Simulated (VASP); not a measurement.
# Al (R-3m) in VASP: further runs

Runs on Al. Level: r2SCAN. Tasks: single point.

All numbers are computed with VASP 6.6.1; they aren't measurements. Logs are shortened: lines on timing, memory, paths and dates and some standing lists are left out, and cuts for length are marked.

## (1) The cell of the first run

It takes space group R-3m (No. 166, trigonal). Conventional cell: a = 5.682 Å, b = 5.682 Å, c = 1.740 Å, α = 90.00°, β = 90.00°, γ = 120.00°. Al (site symmetry -3m) has 2 Al at 1.74 Å within 2.3 Å.

## (2) Single point, r2SCAN

File POSCAR:

```
Al
1.0
   -2.3435749513      1.6739821081      1.6739821081
    1.6739821081     -2.3435749513      1.6739821081
    1.6739821081      1.6739821081     -2.3435749513
Al
1
Direct
    0.0000000000      0.0000000000      0.0000000000
```

File INCAR.step1:

```
ALGO = Normal
EDIFF = 1E-4
ENCUT = 520
GGA = PE
ISMEAR = 0
LASPH = True
LCHARG = False
LREAL = False
LWAVE = True
NBANDS = 8
NELM = 80
PREC = Accurate
SIGMA = 0.15
```

File INCAR.step2:

```
ALGO = Normal
EDIFF = 1E-6
ENCUT = 520
ISIF = 2
ISMEAR = 0
ISTART = 1
LASPH = True
LCHARG = True
LELF = True
LMIXTAU = True
LREAL = False
LVHAR = True
LWAVE = False
METAGGA = R2SCAN
NBANDS = 8
NELM = 80
PREC = Accurate
SIGMA = 0.15
```

File KPOINTS:

```
k-points
0
Gamma
  30 30 30
```

Potentials or basis: VASP PAW PBE potentials, release 64 (Al).

Run with:

```sh
cat potpaw_PBE.64/Al/POTCAR > POTCAR
cp INCAR.step1 INCAR
mpirun -np 1 vasp_std > vasp.out
cp INCAR.step2 INCAR
mpirun -np 1 vasp_std > vasp.out
```

OUTCAR:

```text
EDIFF = 1E-6
   ENCUT = 520
   ISIF = 2
   ISMEAR = 0
   ISTART = 1
   LASPH = True
   LREAL = False
   METAGGA = R2SCAN
   NELM = 80
   PREC = Accurate

 ion  position               nearest neighbor table
   1  0.000  0.000  0.000-

  LATTYP: Found a trigonal (rhomboedric) cell.
 ALAT       =     3.3311823350
 COS(alpha) =    -0.4545454545

  Lattice vectors:

 A1 = (  -2.3435749513,   1.6739821081,   1.6739821081)
 A2 = (   1.6739821081,  -2.3435749513,   1.6739821081)
 A3 = (   1.6739821081,   1.6739821081,  -2.3435749513)

Analysis of symmetry for initial positions (statically):
=====================================================================
 Subroutine PRICEL returns:
 Original cell was already a primitive cell.

 Routine SETGRP: Setting up the symmetry group for a
 trigonal (rhombohedral) supercell.

 Subroutine GETGRP returns: Found 12 space group operations
 (whereof 12 operations were pure point group operations)
 out of a pool of 12 trial point group operations.

The static configuration has the point symmetry D_3d.

Analysis of symmetry for dynamics (positions and initial velocities):
=====================================================================
 Subroutine PRICEL returns:
 Original cell was already a primitive cell.

 Routine SETGRP: Setting up the symmetry group for a
 trigonal (rhombohedral) supercell.

 Subroutine GETGRP returns: Found 12 space group operations
 (whereof 12 operations were pure point group operations)
 out of a pool of 12 trial point group operations.

The dynamic configuration has the point symmetry D_3d.

 Subroutine INISYM returns: Found 12 space group operations
 (whereof 12 operations are pure point group operations),
 and found     1 'primitive' translations

----------------------------------------------------------------------------------------

                                     Primitive cell

  volume of cell :      16.2116

  direct lattice vectors                    reciprocal lattice vectors
    -2.343574951  1.673982108  1.673982108     0.165938319  0.414845799  0.414845799
     1.673982108 -2.343574951  1.673982108     0.414845799  0.165938319  0.414845799
     1.673982108  1.673982108 -2.343574951     0.414845799  0.414845799  0.165938319

  length of vectors
     3.331182335  3.331182335  3.331182335     0.609696317  0.609696317  0.609696317

  position of ions in fractional coordinates (direct lattice)
     0.000000000  0.000000000  0.000000000

  ion indices of the primitive-cell ions
   primitive index   ion index
                 1           1

----------------------------------------------------------------------------------------

 KPOINTS: k-points

Automatic generation of k-mesh.
 Grid dimensions read from file:
 generate k-points for:   30   30   30

 Generating k-lattice:

  Cartesian coordinates                     Fractional coordinates (reciprocal lattice)
     0.005531277  0.013828193  0.013828193     0.033333333  0.000000000  0.000000000
     0.013828193  0.005531277  0.013828193     0.000000000  0.033333333  0.000000000
     0.013828193  0.013828193  0.005531277     0.000000000  0.000000000  0.033333333

  Length of vectors
     0.020323211  0.020323211  0.020323211

  Shift w.r.t. Gamma in fractional coordinates (k-lattice)
     0.000000000  0.000000000  0.000000000

 Subroutine IBZKPT returns following result:
 ===========================================

 Found   2496 irreducible k-points:

 Following reciprocal coordinates:
            Coordinates               Weight
  0.000000  0.000000  0.000000      1.000000
  0.033333 -0.000000 -0.000000      6.000000
  0.066667 -0.000000 -0.000000      6.000000
  0.100000 -0.000000 -0.000000      6.000000
  0.133333  0.000000  0.000000      6.000000
  0.166667 -0.000000 -0.000000      6.000000
[... 16 lines left out ...]
  0.233333  0.033333 -0.000000     12.000000
  0.266667  0.033333 -0.000000     12.000000
 [... further k-points ...]
   k-points           NKPTS =   2496   k-points in BZ     NKDIM =   2496   number of bands    NBANDS=      8
   number of dos      NEDOS =    301   number of ions     NIONS =      1
   total plane-waves  NPLWV =  21952
   dimension x,y,z NGX =    28 NGY =   28 NGZ =   28
   dimension x,y,z NGXF=    56 NGYF=   56 NGZF=   56
   ions per type =               1
   NGX,Y,Z   is equivalent  to a cutoff of  13.97, 13.97, 13.97 a.u.
   NGXF,Y,Z  is equivalent  to a cutoff of  27.95, 27.95, 27.95 a.u.
 SYSTEM =  unknown system
   PREC   = accura    normal or accurate (medium, high low for compatibility)
   ISTART =      1    job   : 0-new  1-cont  2-samecut
   ICHARG =      0    charge: 1-file 2-atom 10-const
   ISPIN  =      1    spin polarized calculation?
   LNONCOLLINEAR =      F non collinear calculations
   LSORBIT =      F    spin-orbit coupling
   LASPH  =      T    aspherical Exc in radial PAW
   ENCUT  =  520.0 eV  38.22 Ry    6.18 a.u.   6.19  6.19  6.19*2*pi/ulx,y,z
   NELM   =     80;   NELMIN=  2; NELMDL=  0     # of ELM steps
   EDIFF  = 0.1E-05   stopping-criterion for ELM
   LREAL  =      F    real-space projection
   EDIFFG = 0.1E-04   stopping-criterion for IOM
   NSW    =      0    number of steps for IOM
   IBRION =     -1    ionic relax: 0-MD 1-quasi-New 2-CG
   NFREE  =      0    steps in history (QN), initial steepest desc. (CG)
   ISIF   =      2    stress and relaxation
   ISYM   =      2    0-nonsym 1-usesym 2-fastsym
   POTIM  = 0.5000    time-step for ionic-motion
   TEBEG  =    0.0;   TEEND  =   0.0 temperature during run
   PSTRESS=    0.0 pullay stress
   NELECT =       3.0000    total number of electrons
   NUPDOWN=      -1.0000    fix difference up-down
   EMIN   =  10.00;   EMAX   =-10.00  energy-range for DOS
   EFERMI =   0.00;   METHOD = LEGACY
   ISMEAR =     0;   SIGMA  =   0.15  broadening in eV -4-tet -1-fermi 0-gaus
   EFERMI_NEDOS =   21; number of points for ismear=-14 and -15
   IALGO  =     38    algorithm
   IMIX   =      4    mixing-type and parameters
     AMIX     =   0.40;   BMIX     =  1.00
     AMIX_MAG =   1.60;   BMIX_MAG =  1.00
  volume/ion in A,a.u.               =      16.21       109.40
  Fermi-wavevector in a.u.,A,eV,Ry     =   0.932910  1.762945 11.841443  0.870322
  Thomas-Fermi vector in A             =   2.059557
   LORBIT       =      0    0 simple, 1 ext, 2 COOP (PROOUT), +10 PAW based schemes
   METAGGA = R2SCAN    functional components
   LHFCALC =     F    Hartree Fock is set to
   AEXX    =    0.0000 exact exchange contribution
   IVDW    =     0    specifies the selected vdW correction
   LEPSILON=     F    determine dielectric tensor
   LRPA    =     F    only Hartree local field effects (RPA)
 non-spin polarized calculation
 Gauss-broadening in eV      SIGMA  =   0.15
  energy-cutoff  :      520.00
  volume of cell :       16.21
 maximum number of plane-waves:       458
 NGX is ok and might be reduce to    28

 number of electron       3.0000000 magnetization

 Free energy of the ion-electron system (eV)
  ---------------------------------------------------
  ext. energy  EPLUGINS =         0.00000000
  ---------------------------------------------------
  free energy    TOTEN  =        -0.95383438 eV

  energy without entropy =       -0.94765750  energy(sigma->0) =       -0.95074594

 E-fermi :   7.4228     XC(G=0): -10.6326

 val. band max:        7.4207987290   @ k =  -0.4667   0.3000   0.1000
 cond. band min:       7.4241937646   @ k =  -0.2667  -0.3333   0.0333
 fundamental gap:      0.0033950356
 Fermi energy:         7.4228087023

 k-point     1 :       0.0000    0.0000    0.0000
  band No.  band energies     occupation
      1      -3.9909      2.00000
      2      11.8093      0.00000
      3      11.8093      0.00000
      4      15.0624      0.00000
      5      15.2070      0.00000
      6      15.2070      0.00000
      7      19.8418      0.00000
      8      38.7874      0.00000

 k-point     2 :       0.0333   -0.0000   -0.0000
  band No.  band energies     occupation
      1      -3.9260      2.00000
      2      11.7647      0.00000
      3      11.8232      0.00000
      4      15.1574      0.00000
      5      15.2425      0.00000
      6      15.3154      0.00000
      7      19.9706      0.00000
      8      38.6103      0.00000

 k-point     3 :       0.0667   -0.0000   -0.0000
  band No.  band energies     occupation
      1      -3.7318      2.00000
      2      11.6588      0.00000
      3      11.8665      0.00000
      4      15.3548      0.00000
      5      15.3619      0.00000
      6      15.6906      0.00000
      7      20.3495      0.00000
      8      38.0865      0.00000

 k-point     4 :       0.1000   -0.0000   -0.0000
  band No.  band energies     occupation
      1      -3.4093      2.00000
      2      11.5458      0.00000
      3      11.9438      0.00000
      4      15.5572      0.00000
      5      15.6567      0.00000
      6      16.2883      0.00000
      7      20.9601      0.00000
      8      37.2251      0.00000

 k-point     5 :       0.1333    0.0000    0.0000
  band No.  band energies     occupation
      1      -2.9601      2.00000
      2      11.4693      0.00000
      3      12.0625      0.00000
      4      15.8634      0.00000
      5      16.0482      0.00000
      6      17.0414      0.00000
      7      21.7805      0.00000
      8      36.0070      0.00000
[... 177 lines left out ...]
 k-point    22 :       0.2000    0.0333   -0.0000
  band No.  band energies     occupation
      1      -1.0012      2.00000
      2      12.2142      0.00000
      3      13.1413      0.00000
      4      17.1882      0.00000
      5      17.8437      0.00000
      6      19.2093      0.00000
      7      24.5049      0.00000
      8      30.3807      0.00000

 k-point    23 :       0.2333    0.0333   -0.0000
  band No.  band energies     occupation
      1      -0.0966      2.00000
      2      12.4237      0.00000
      3      13.5416      0.00000
      4      17.7242      0.00000
      5      18.5008      0.00000
      6      20.3229      0.00000
      7      25.9416      0.00000
      8      28.0554      0.00000

 k-point    24 :       0.2667    0.0333   -0.0000
  band No.  band energies     occupation
      1       0.9134      2.00000
      2      12.6856      0.00000
      3      14.0073      0.00000
      4      18.1152      0.00000
      5      19.2587      0.00000
      6      21.5073      0.00000
      7      25.8584      0.00000
      8      27.5314      0.00000

 [... further k-points ...]

------------------------ aborting loop because EDIFF is reached ----------------------------------------

  FORCE on cell =-STRESS in cart. coord.  units (eV):
  Direction    XX          YY          ZZ          XY          YZ          ZX
  --------------------------------------------------------------------------------------
  -------------------------------------------------------------------------------------
  Total       10.5899096     10.5899096     10.5899096     11.9695573     11.9695573     11.9695573
  in kB     1046.5902097   1046.5902097   1046.5902097   1182.9394119   1182.9394119   1182.9394119
  external PRESSURE =    1046.5902097 kB  Pullay stress =       0.0000000 kB

 VOLUME and BASIS-vectors are now :
 -----------------------------------------------------------------------------
  energy-cutoff  :      520.00
  volume of cell :       16.21
      direct lattice vectors                 reciprocal lattice vectors
    -2.343574951  1.673982108  1.673982108     0.165938319  0.414845799  0.414845799
     1.673982108 -2.343574951  1.673982108     0.414845799  0.165938319  0.414845799
     1.673982108  1.673982108 -2.343574951     0.414845799  0.414845799  0.165938319

 POSITION                                       TOTAL-FORCE (eV/Angst)
 -----------------------------------------------------------------------------------
      0.00000      0.00000      0.00000         0.000000      0.000000      0.000000
 -----------------------------------------------------------------------------------
    total drift:                               -0.000000     -0.000000     -0.000000

  FREE ENERGIE OF THE ION-ELECTRON SYSTEM (eV)
  ---------------------------------------------------
  free  energy   TOTEN  =        -0.9538343773 eV

  energy  without entropy=       -0.9476575021  energy(sigma->0) =       -0.95074594
```

It took 26 min on 1 thread of Intel Xeon 6975P-C (Granite Rapids), shared host; peak memory 0.4 GiB.

What came out:

- Free energy: -0.9538 eV
- Pressure: 104.7 GPa
- Band gap on the k mesh: zero (an odd number of electrons rules out a gap without spin polarisation)

Levels at points of the mesh, in eV from the Fermi level:
```
           k point  band 1  band 2  band 3  band 4  band 5  band 6
(0.00, 0.00, 0.00)  -11.41    4.39    4.39    7.64    7.78    7.78
(0.50, 0.00, 0.00)   -0.03    4.13    9.36   10.30   10.84   13.94
(0.50, 0.50, 0.00)   -7.68   -5.62    1.54    3.99   17.02   18.13
(0.50, 0.50, 0.50)    1.43    6.28    6.28    9.31    9.31   10.07
```

Caveat: the cell stands under pressure; the PAW data sets were made with another functional, which shifts forces and pressure a little.

## (3) Single point, r2SCAN

This run uses another cell than the first one, of the same volume but with other edges.

File POSCAR:

```
Al
1.0
   -1.9599451593      1.6144229124      1.6144229124
    1.6144229124     -1.9599451593      1.6144229124
    1.6144229124      1.6144229124     -1.9599451593
Al
1
Direct
    0.0000000000      0.0000000000      0.0000000000
```

File INCAR.step1:

```
PREC = Accurate
ENCUT = 520
ISMEAR = 0
SIGMA = 0.15
LREAL = F
LASPH = T
NELM = 60
NBANDS = 8
GGA = PE
ALGO = Normal
EDIFF = 1E-4
LWAVE = T
LCHARG = F
```

File INCAR.step2:

```
PREC = Accurate
ENCUT = 520
EDIFF = 1E-7
ISMEAR = 0
SIGMA = 0.15
LREAL = F
LASPH = T
NELM = 60
ALGO = Normal
ISIF = 2
LWAVE = F
LCHARG = F
METAGGA = R2SCAN
LMIXTAU = T
NBANDS = 8
ISTART = 1
```

File KPOINTS:

```
regular mesh
0
Gamma
  30 30 30
```

Potentials or basis: VASP PAW PBE potentials, release 64 (Al).

Run with:

```sh
cat potpaw_PBE.64/Al/POTCAR > POTCAR
cp INCAR.step1 INCAR
mpirun -np 1 vasp_std > vasp.out
cp INCAR.step2 INCAR
mpirun -np 1 vasp_std > vasp.out
```

It took 12 min on 1 thread of Intel Xeon 6975P-C (Granite Rapids), shared host; peak memory 0.38 GiB.

It converged, with:

```yaml
Free_energy: -5.8521 eV
Pressure: 22.4 GPa
Band_gap_on_the_k_mesh: zero (an odd number of electrons rules out a gap without spin polarisation)
```

Stress tensor (GPa, compression positive):
```
22.35 28.09 28.09
28.09 22.35 28.09
28.09 28.09 22.35
```

Levels at points of the mesh, in eV from the Fermi level:
```tsv
k point	band 1	band 2	band 3	band 4	band 5
(0.00, 0.00, 0.00)	-11.90	10.02	10.02	10.45	11.11
(0.50, 0.00, 0.00)	-3.19	-0.91	8.00	8.80	10.61
(0.50, 0.50, 0.00)	-6.13	-5.58	5.22	6.10	18.86
(0.50, 0.50, 0.50)	0.41	3.78	3.78	4.32	4.32
```

Caveat: the cell stands under pressure; the PAW data sets were made with another functional, which shifts forces and pressure a little.
